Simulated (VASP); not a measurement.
# Zn (Fm-3m) in VASP: notebook, part 2 of 2

VASP 6.6.1.

## Step 4: Single point, r2SCAN (13.21 Å³/atom)

This run uses another cell than the first one, of 13.21 Å³/atom.

The input, POSCAR:

```
Zn
1.0
    0.0000000000      1.8761180782      1.8761180782
    1.8761180782      0.0000000000      1.8761180782
    1.8761180782      1.8761180782      0.0000000000
Zn
1
Direct
    0.0000000000      0.0000000000      0.0000000000
```

The input, INCAR.step1:

```
SYSTEM = Zn
PREC     = Accurate       ! precision mode
ENCUT    = 520            ! plane-wave cutoff, eV
ISMEAR   = -1             ! smearing method
SIGMA    = 0.1            ! smearing width, eV
LREAL    = .False.        ! projectors in reciprocal space
LASPH    = .True.         ! aspherical terms in the spheres
NELM     = 60             ! most SCF steps
NBANDS   = 12             ! bands
GGA      = PE             ! functional
ALGO     = Normal         ! electronic algorithm
EDIFF    = 1E-4           ! SCF threshold, eV
LWAVE    = .True.         ! write WAVECAR
LCHARG   = .False.        ! write CHGCAR
```

The input, INCAR.step2:

```
SYSTEM = Zn
PREC     = Accurate       ! precision mode
ENCUT    = 520            ! plane-wave cutoff, eV
EDIFF    = 1E-6           ! SCF threshold, eV
ISMEAR   = -1             ! smearing method
SIGMA    = 0.1            ! smearing width, eV
LREAL    = .False.        ! projectors in reciprocal space
LASPH    = .True.         ! aspherical terms in the spheres
NELM     = 60             ! most SCF steps
ALGO     = Normal         ! electronic algorithm
ISIF     = 2              ! what is computed and relaxed
LWAVE    = .False.        ! write WAVECAR
LCHARG   = .False.        ! write CHGCAR
METAGGA  = R2SCAN         ! meta-GGA
LMIXTAU  = .True.       
NBANDS   = 12             ! bands
ISTART   = 1
```

The input, KPOINTS:

```
Automatic mesh
0
Gamma
  16 16 16
  0 0 0
```

Potentials or basis: VASP PAW PBE potentials, release 64 (Zn).

Run with:

```console
> cat potpaw_PBE.64/Zn/POTCAR > POTCAR
> cp INCAR.step1 INCAR
> mpirun -np 1 vasp_std > vasp.out
> cp INCAR.step2 INCAR
> mpirun -np 1 vasp_std > vasp.out
```

OUTCAR:

```text
SYSTEM = Zn
   PREC = Accurate
   ENCUT = 520
   EDIFF = 1E-6
   ISMEAR = -1
   LREAL = .False.
   LASPH = .True.
   NELM = 60
   ISIF = 2
   METAGGA = R2SCAN
   ISTART = 1

 ion  position               nearest neighbor table
   1  0.000  0.000  0.000-

  LATTYP: Found a face centered cubic cell.
 ALAT       =     3.7522361564

  Lattice vectors:

 A1 = (   0.0000000000,   1.8761180782,   1.8761180782)
 A2 = (   1.8761180782,   0.0000000000,   1.8761180782)
 A3 = (   1.8761180782,   1.8761180782,   0.0000000000)

Analysis of symmetry for initial positions (statically):
=====================================================================
 Subroutine PRICEL returns:
 Original cell was already a primitive cell.

 Routine SETGRP: Setting up the symmetry group for a
 face centered cubic supercell.

 Subroutine GETGRP returns: Found 48 space group operations
 (whereof 48 operations were pure point group operations)
 out of a pool of 48 trial point group operations.

The static configuration has the point symmetry O_h .

Analysis of symmetry for dynamics (positions and initial velocities):
[... 165 lines left out ...]
      1      -8.0382      2.00000
      2      -4.3459      2.00000
      3      -4.3459      2.00000
      4      -4.3459      2.00000
      5      -3.8478      2.00000
      6      -3.8478      2.00000
      7      24.7782      0.00000
      8      25.4425      0.00000
      9      25.4426      0.00000
     10      25.4426      0.00000
     11      27.7084      0.00000
     12      27.7085      0.00000
[... 331 lines left out ...]
 k-point    24 :      -0.0625    0.0625    0.0000
  band No.  band energies     occupation
      1      -7.6775      2.00000
      2      -4.3901      2.00000
      3      -4.3040      2.00000
      4      -4.2910      2.00000
      5      -3.8830      2.00000
      6      -3.8369      2.00000
      7      21.2420      0.00000
      8      21.8675      0.00000
      9      25.4776      0.00000
     10      25.8689      0.00000
     11      27.9634      0.00000
     12      29.5688      0.00000

 [... further k-points ...]

------------------------ aborting loop because EDIFF is reached ----------------------------------------

  FORCE on cell =-STRESS in cart. coord.  units (eV):
  Direction    XX          YY          ZZ          XY          YZ          ZX
  --------------------------------------------------------------------------------------
  -------------------------------------------------------------------------------------
  Total        0.7609530      0.7609530      0.7609530      0.0000000      0.0000000     -0.0000000
  in kB       92.3119470     92.3119470     92.3119470      0.0000000      0.0000000     -0.0000000
  external PRESSURE =      92.3119470 kB  Pullay stress =       0.0000000 kB

 VOLUME and BASIS-vectors are now :
 -----------------------------------------------------------------------------
  energy-cutoff  :      520.00
  volume of cell :       13.21
      direct lattice vectors                 reciprocal lattice vectors
     0.000000000  1.876118078  1.876118078    -0.266507746  0.266507746  0.266507746
     1.876118078  0.000000000  1.876118078     0.266507746 -0.266507746  0.266507746
     1.876118078  1.876118078  0.000000000     0.266507746  0.266507746 -0.266507746

 POSITION                                       TOTAL-FORCE (eV/Angst)
 -----------------------------------------------------------------------------------
      0.00000      0.00000      0.00000        -0.000000      0.000000      0.000000
 -----------------------------------------------------------------------------------
    total drift:                                0.000000      0.000000      0.000000

  FREE ENERGIE OF THE ION-ELECTRON SYSTEM (eV)
  ---------------------------------------------------
  free  energy   TOTEN  =        -8.8399734520 eV

  energy  without entropy=       -8.8308545273  energy(sigma->0) =       -8.83541399
```

It took 87 s on 1 thread of Intel Xeon 8259CL, shared host; peak memory 0.14 GiB.

What came out:

```
Free energy            : -8.8400 eV
Pressure               : 9.2 GPa
Band gap on the k mesh : zero (bands 6 and 7 overlap by 3.51 eV)
```

Caveat: the cell stands under pressure; the PAW data sets were made with another functional, which shifts forces and pressure a little.

## Step 5: Single point, r2SCAN (13.78 Å³/atom)

This run uses another cell than the first one, of 13.78 Å³/atom.

The input, POSCAR:

```
Zn
1.0
    0.0000000000      1.9029233866      1.9029233866
    1.9029233866      0.0000000000      1.9029233866
    1.9029233866      1.9029233866      0.0000000000
Zn
1
Direct
    0.0000000000      0.0000000000      0.0000000000
```

The input, INCAR.step1:

```
SYSTEM = Zn
PREC = Accurate
ENCUT = 520
ISMEAR = -1
SIGMA = 0.1
LREAL = .False.
LASPH = .True.
NELM = 100
NBANDS = 12
GGA = PE
ALGO = Normal
EDIFF = 1E-4
LWAVE = .True.
LCHARG = .False.
```

The input, INCAR.step2:

```
SYSTEM = Zn
PREC = Accurate
ENCUT = 520
EDIFF = 1E-7
ISMEAR = -1
SIGMA = 0.1
LREAL = .False.
LASPH = .True.
NELM = 100
ALGO = Normal
ISIF = 2
LWAVE = .False.
LCHARG = .False.
METAGGA = R2SCAN
LMIXTAU = .True.
NBANDS = 12
ISTART = 1
```

KPOINTS is that of step 4.

Run with:

```console
> cat potpaw_PBE.64/Zn/POTCAR > POTCAR
> cp INCAR.step1 INCAR
> mpirun -np 1 vasp_std > vasp.out
> cp INCAR.step2 INCAR
> mpirun -np 1 vasp_std > vasp.out
```

Wall time 2 min (1 thread of Intel Xeon 8259CL, shared host); peak memory 0.14 GiB.

It converged, with:

* Free energy: -8.8628 eV
* Pressure: 4.1 GPa
* Band gap on the k mesh: zero (bands 6 and 7 overlap by 3.56 eV)

Levels at points of the mesh, in eV from the Fermi level:
| k point | band 2 | band 3 | band 4 | band 5 | band 6 | band 7 | band 8 | band 9 | band 10 | band 11 |
| --- | --- | --- | --- | --- | --- | --- | --- | --- | --- | --- |
| (0.00, 0.00, 0.00) | -8.27 | -8.27 | -8.27 | -7.81 | -7.81 | 20.38 | 20.73 | 20.73 | 20.73 | 23.05 |
| (0.50, 0.00, 0.00) | -8.28 | -8.28 | -7.47 | -7.47 | -3.59 | -1.24 | 17.33 | 17.33 | 18.91 | 20.72 |
| (0.50, 0.50, 0.00) | -9.04 | -7.49 | -7.38 | -7.38 | -1.41 | 2.24 | 9.41 | 9.41 | 12.96 | 15.05 |

Caveat: the cell stands under pressure; the PAW data sets were made with another functional, which shifts forces and pressure a little.

## Step 6: Single point, r2SCAN (14.36 Å³/atom)

The input, POSCAR:

```
Zn
1.0
    0.0000000000      1.9289940699      1.9289940699
    1.9289940699      0.0000000000      1.9289940699
    1.9289940699      1.9289940699      0.0000000000
Zn
1
Direct
    0.0000000000      0.0000000000      0.0000000000
```

The input, INCAR.step1:

```
PREC = Accurate ; ENCUT = 520
ISMEAR = -1 ; SIGMA = 0.1
LREAL = F ; LASPH = T
NELM = 80 ; NBANDS = 12
GGA = PE ; ALGO = Normal
EDIFF = 1E-4 ; LWAVE = T
LCHARG = F
```

The input, INCAR.step2:

```
PREC = Accurate ; ENCUT = 520
EDIFF = 1E-7 ; ISMEAR = -1
SIGMA = 0.1 ; LREAL = F
LASPH = T ; NELM = 80
ALGO = Normal ; ISIF = 2
LWAVE = F ; LCHARG = T
METAGGA = R2SCAN ; LMIXTAU = T
LELF = T ; LVHAR = T
NBANDS = 12 ; ISTART = 1
```

The input, KPOINTS:

```
Automatic mesh
0
Gamma
  16 16 16
```

Potentials or basis: VASP PAW PBE potentials, release 64 (Zn).

Run with:

```console
> cat potpaw_PBE.64/Zn/POTCAR > POTCAR
> cp INCAR.step1 INCAR
> mpirun -np 1 vasp_std > vasp.out
> cp INCAR.step2 INCAR
> mpirun -np 1 vasp_std > vasp.out
```

OUTCAR:

```text
PREC = Accurate
   ENCUT = 520
   EDIFF = 1E-7
   ISMEAR = -1
   LREAL = F
   LASPH = T
   NELM = 80
   ISIF = 2
   METAGGA = R2SCAN
   ISTART = 1

 ion  position               nearest neighbor table
   1  0.000  0.000  0.000-

  LATTYP: Found a face centered cubic cell.
 ALAT       =     3.8579881398

  Lattice vectors:

 A1 = (   0.0000000000,   1.9289940699,   1.9289940699)
 A2 = (   1.9289940699,   0.0000000000,   1.9289940699)
 A3 = (   1.9289940699,   1.9289940699,   0.0000000000)

Analysis of symmetry for initial positions (statically):
=====================================================================
 Subroutine PRICEL returns:
 Original cell was already a primitive cell.

 Routine SETGRP: Setting up the symmetry group for a
 face centered cubic supercell.

 Subroutine GETGRP returns: Found 48 space group operations
 (whereof 48 operations were pure point group operations)
 out of a pool of 48 trial point group operations.

The static configuration has the point symmetry O_h .

Analysis of symmetry for dynamics (positions and initial velocities):
=====================================================================
 Subroutine PRICEL returns:
 Original cell was already a primitive cell.

 Routine SETGRP: Setting up the symmetry group for a
 face centered cubic supercell.

 Subroutine GETGRP returns: Found 48 space group operations
 (whereof 48 operations were pure point group operations)
 out of a pool of 48 trial point group operations.

The dynamic configuration has the point symmetry O_h .

 Subroutine INISYM returns: Found 48 space group operations
 (whereof 48 operations are pure point group operations),
 and found     1 'primitive' translations

----------------------------------------------------------------------------------------

                                     Primitive cell

  volume of cell :      14.3556

  direct lattice vectors                    reciprocal lattice vectors
     0.000000000  1.928994070  1.928994070    -0.259202456  0.259202456  0.259202456
     1.928994070  0.000000000  1.928994070     0.259202456 -0.259202456  0.259202456
     1.928994070  1.928994070  0.000000000     0.259202456  0.259202456 -0.259202456

  length of vectors
     2.728009575  2.728009575  2.728009575     0.448951823  0.448951823  0.448951823

  position of ions in fractional coordinates (direct lattice)
     0.000000000  0.000000000  0.000000000

  ion indices of the primitive-cell ions
   primitive index   ion index
                 1           1

----------------------------------------------------------------------------------------

 KPOINTS: Automatic mesh

Automatic generation of k-mesh.
 Grid dimensions read from file:
 generate k-points for:   16   16   16

 Generating k-lattice:

  Cartesian coordinates                     Fractional coordinates (reciprocal lattice)
    -0.016200153  0.016200153  0.016200153     0.062500000  0.000000000  0.000000000
     0.016200153 -0.016200153  0.016200153     0.000000000  0.062500000  0.000000000
     0.016200153  0.016200153 -0.016200153     0.000000000  0.000000000  0.062500000

  Length of vectors
     0.028059489  0.028059489  0.028059489

  Shift w.r.t. Gamma in fractional coordinates (k-lattice)
     0.000000000  0.000000000  0.000000000

 Subroutine IBZKPT returns following result:
 ===========================================

 Found    145 irreducible k-points:

 Following reciprocal coordinates:
            Coordinates               Weight
  0.000000  0.000000  0.000000      1.000000
  0.062500  0.000000  0.000000      8.000000
  0.125000  0.000000  0.000000      8.000000
  0.187500  0.000000  0.000000      8.000000
  0.250000  0.000000  0.000000      8.000000
  0.312500  0.000000  0.000000      8.000000
[... 16 lines left out ...]
 -0.125000  0.062500  0.000000     24.000000
 -0.062500  0.062500  0.000000     12.000000
 [... further k-points ...]
   k-points           NKPTS =    145   k-points in BZ     NKDIM =    145   number of bands    NBANDS=     12
   number of dos      NEDOS =    301   number of ions     NIONS =      1
   total plane-waves  NPLWV =   8000
   dimension x,y,z NGX =    20 NGY =   20 NGZ =   20
   dimension x,y,z NGXF=    40 NGYF=   40 NGZF=   40
   ions per type =               1
   NGX,Y,Z   is equivalent  to a cutoff of  12.19, 12.19, 12.19 a.u.
   NGXF,Y,Z  is equivalent  to a cutoff of  24.38, 24.38, 24.38 a.u.
 SYSTEM =  unknown system
   PREC   = accura    normal or accurate (medium, high low for compatibility)
   ISTART =      1    job   : 0-new  1-cont  2-samecut
   ICHARG =      0    charge: 1-file 2-atom 10-const
   ISPIN  =      1    spin polarized calculation?
   LNONCOLLINEAR =      F non collinear calculations
   LSORBIT =      F    spin-orbit coupling
   LASPH  =      T    aspherical Exc in radial PAW
   ENCUT  =  520.0 eV  38.22 Ry    6.18 a.u.   5.07  5.07  5.07*2*pi/ulx,y,z
   NELM   =     80;   NELMIN=  2; NELMDL=  0     # of ELM steps
   EDIFF  = 0.1E-06   stopping-criterion for ELM
   LREAL  =      F    real-space projection
   EDIFFG = 0.1E-05   stopping-criterion for IOM
   NSW    =      0    number of steps for IOM
   IBRION =     -1    ionic relax: 0-MD 1-quasi-New 2-CG
   NFREE  =      0    steps in history (QN), initial steepest desc. (CG)
   ISIF   =      2    stress and relaxation
   ISYM   =      2    0-nonsym 1-usesym 2-fastsym
   POTIM  = 0.5000    time-step for ionic-motion
   TEBEG  =    0.0;   TEEND  =   0.0 temperature during run
   PSTRESS=    0.0 pullay stress
   NELECT =      12.0000    total number of electrons
   NUPDOWN=      -1.0000    fix difference up-down
   EMIN   =  10.00;   EMAX   =-10.00  energy-range for DOS
   EFERMI =   0.00;   METHOD = LEGACY
   ISMEAR =    -1;   SIGMA  =   0.10  broadening in eV -4-tet -1-fermi 0-gaus
   EFERMI_NEDOS =   21; number of points for ismear=-14 and -15
   IALGO  =     38    algorithm
   IMIX   =      4    mixing-type and parameters
     AMIX     =   0.40;   BMIX     =  1.00
     AMIX_MAG =   1.60;   BMIX_MAG =  1.00
  volume/ion in A,a.u.               =      14.36        96.88
  Fermi-wavevector in a.u.,A,eV,Ry     =   1.542154  2.914248 32.357897  2.378238
  Thomas-Fermi vector in A             =   2.647999
   LORBIT       =      0    0 simple, 1 ext, 2 COOP (PROOUT), +10 PAW based schemes
   METAGGA = R2SCAN    functional components
   LHFCALC =     F    Hartree Fock is set to
   AEXX    =    0.0000 exact exchange contribution
   IVDW    =     0    specifies the selected vdW correction
   LEPSILON=     F    determine dielectric tensor
   LRPA    =     F    only Hartree local field effects (RPA)
 non-spin polarized calculation
  energy-cutoff  :      520.00
  volume of cell :       14.36
 maximum number of plane-waves:       396
   NGX = 11   NGY = 11   NGZ = 11

 number of electron      12.0000003 magnetization

 Free energy of the ion-electron system (eV)
  ---------------------------------------------------
  ext. energy  EPLUGINS =         0.00000000
  ---------------------------------------------------
  free energy    TOTEN  =        -8.86942463 eV

  energy without entropy =       -8.85880181  energy(sigma->0) =       -8.86411322

 E-fermi :   3.3968     XC(G=0): -13.0159

 val. band max:        3.3656080312   @ k =  -0.3750   0.4375   0.0625
 cond. band min:       3.4004262988   @ k =  -0.3750   0.2500   0.0625
 fundamental gap:      0.0348182676
 Fermi energy:         3.3968056258

 k-point     1 :       0.0000    0.0000    0.0000
  band No.  band energies     occupation
      1      -7.9445      2.00000
      2      -4.7369      2.00000
      3      -4.7369      2.00000
      4      -4.7369      2.00000
      5      -4.3085      2.00000
      6      -4.3085      2.00000
      7      23.4821      0.00000
      8      23.5232      0.00000
      9      23.5233      0.00000
     10      23.5233      0.00000
     11      25.9138      0.00000
     12      25.9139      0.00000
[... 331 lines left out ...]
 k-point    24 :      -0.0625    0.0625    0.0000
  band No.  band energies     occupation
      1      -7.6040      2.00000
      2      -4.7736      2.00000
      3      -4.7008      2.00000
      4      -4.6890      2.00000
      5      -4.3383      2.00000
      6      -4.2988      2.00000
      7      19.7692      0.00000
      8      20.2128      0.00000
      9      23.8899      0.00000
     10      23.8937      0.00000
     11      26.1619      0.00000
     12      27.7829      0.00000

 [... further k-points ...]

------------------------ aborting loop because EDIFF is reached ----------------------------------------

  FORCE on cell =-STRESS in cart. coord.  units (eV):
  Direction    XX          YY          ZZ          XY          YZ          ZX
  --------------------------------------------------------------------------------------
  -------------------------------------------------------------------------------------
  Total        0.0048474      0.0048474      0.0048474     -0.0000000     -0.0000000      0.0000000
  in kB        0.5409948      0.5409948      0.5409948     -0.0000000     -0.0000000      0.0000000
  external PRESSURE =       0.5409948 kB  Pullay stress =       0.0000000 kB

 VOLUME and BASIS-vectors are now :
 -----------------------------------------------------------------------------
  energy-cutoff  :      520.00
  volume of cell :       14.36
      direct lattice vectors                 reciprocal lattice vectors
     0.000000000  1.928994070  1.928994070    -0.259202456  0.259202456  0.259202456
     1.928994070  0.000000000  1.928994070     0.259202456 -0.259202456  0.259202456
     1.928994070  1.928994070  0.000000000     0.259202456  0.259202456 -0.259202456

 POSITION                                       TOTAL-FORCE (eV/Angst)
 -----------------------------------------------------------------------------------
      0.00000      0.00000      0.00000        -0.000000     -0.000000     -0.000000
 -----------------------------------------------------------------------------------
    total drift:                                0.000000      0.000000      0.000000

  FREE ENERGIE OF THE ION-ELECTRON SYSTEM (eV)
  ---------------------------------------------------
  free  energy   TOTEN  =        -8.8694246335 eV

  energy  without entropy=       -8.8588018128  energy(sigma->0) =       -8.86411322
```

OUTCAR.step1:

```text
PREC = Accurate
   ENCUT = 520
   ISMEAR = -1
   LREAL = F
   LASPH = T
   NELM = 80
[... 573 lines left out ...]

 POSITION                                       TOTAL-FORCE (eV/Angst)
 -----------------------------------------------------------------------------------
      0.00000      0.00000      0.00000         0.000000      0.000000      0.000000
 -----------------------------------------------------------------------------------
    total drift:                                0.000000     -0.000000      0.000000

  FREE ENERGIE OF THE ION-ELECTRON SYSTEM (eV)
  ---------------------------------------------------
  free  energy   TOTEN  =        -1.0747420856 eV

  energy  without entropy=       -1.0629782472  energy(sigma->0) =       -1.06886017
```

Run time: 2.1 min. Hardware: 1 thread of Intel Xeon 8259CL, shared host; peak memory 0.14 GiB.

What came out:

| Quantity | Value |
| --- | --- |
| Free energy | -8.8694 eV |
| Pressure | 0.1 GPa |
| Band gap on the k mesh | zero (bands 6 and 7 overlap by 3.60 eV) |

Caveat: the PAW data sets were made with another functional, which shifts forces and pressure a little.

## Step 7: Summary

| cell | k mesh | gap on the mesh (eV) | pressure (GPa) |
| --- | --- | --- | --- |
| a = 2.728 Å, angles 60.0°, 1 atom | 14 × 14 × 14 | none | 0.4 |
| a = 2.614 Å, angles 60.0°, 1 atom | 16 × 16 × 16 | none | 15.6 |
| a = 2.653 Å, angles 60.0°, 1 atom | 16 × 16 × 16 | none | 9.2 |
| a = 2.691 Å, angles 60.0°, 1 atom | 16 × 16 × 16 | none | 4.1 |
| a = 2.728 Å, angles 60.0°, 1 atom | 16 × 16 × 16 | none | 0.1 |

Alike in all rows: task single point; level r2SCAN; potentials or basis VASP PAW PBE potentials, release 64 (Zn); no spin polarisation; cutoff (eV) 520; smearing fermi-dirac 0.1 eV.

Caveats: the PAW data sets were made with another functional, which shifts forces and pressure a little; the cell stands under pressure (at least some runs).

Absolute energies hang on the potentials; compare differences alone.
